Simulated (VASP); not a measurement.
Set up this calculation in VASP 6.6.1, as the native input.

```yaml
Task: single point
Functional: PBEsol
Potentials_or_basis: VASP PAW PBE potentials, release 64 (Tl_d)
Cutoff: 520 eV
k_mesh: 16 × 16 × 10
Occupations: fermi-dirac, width 0.1 eV
Spin: no spin polarisation
Dipole_correction: no
Further_INCAR_settings: ALGO = Normal; EDIFF = 1e-07; NBANDS = 20
```

The structure of Tl lies in POSCAR:

```
Tl
1.0
    3.3588391341      0.0000000000      0.0000000000
   -1.6794195670      2.9088400173      0.0000000000
    0.0000000000      0.0000000000      5.3678784811
Tl
2
Direct
    0.3333333333      0.6666666667      0.2500000000
    0.6666666667      0.3333333333      0.7500000000
```

One way to write it, as run:

INCAR

```
SYSTEM = Tl
PREC     = Accurate       ! precision mode
ENCUT    = 520            ! plane-wave cutoff, eV
EDIFF    = 1E-7           ! SCF threshold, eV
ISMEAR   = -1             ! smearing method
SIGMA    = 0.1            ! smearing width, eV
LREAL    = .False.        ! projectors in reciprocal space
LASPH    = .True.         ! aspherical terms in the spheres
NELM     = 80             ! most SCF steps
ALGO     = Normal         ! electronic algorithm
ISIF     = 2              ! what is computed and relaxed
LWAVE    = .False.        ! write WAVECAR
LCHARG   = .True.         ! write CHGCAR
GGA      = PS             ! functional
LELF     = .True.         ! ELF
LVHAR    = .True.       
NBANDS   = 20             ! bands
```

KPOINTS

```
Automatic mesh
0
Gamma
  16 16 10
  0 0 0
```

Potentials or basis: VASP PAW PBE potentials, release 64 (Tl_d).

Command:

```console
$ cat potpaw_PBE.64/Tl_d/POTCAR > POTCAR
$ mpirun -np 1 vasp_std > vasp.out
```

Results of the run:

The pressure is 3.9 GPa. The band gap on the k mesh is zero (band 13 reaches 11.19 eV, above the bottom of band 14 at 4.74 eV).

Caveat: the PAW data sets were made with another functional, which shifts forces and pressure a little; spin-orbit coupling is left out, which moves the levels of the heavy elements.

Run time: 3.9 min on 1 thread of Oxide Virtual Turin-like Processor, on a shared host, peak memory 0.26 GiB.
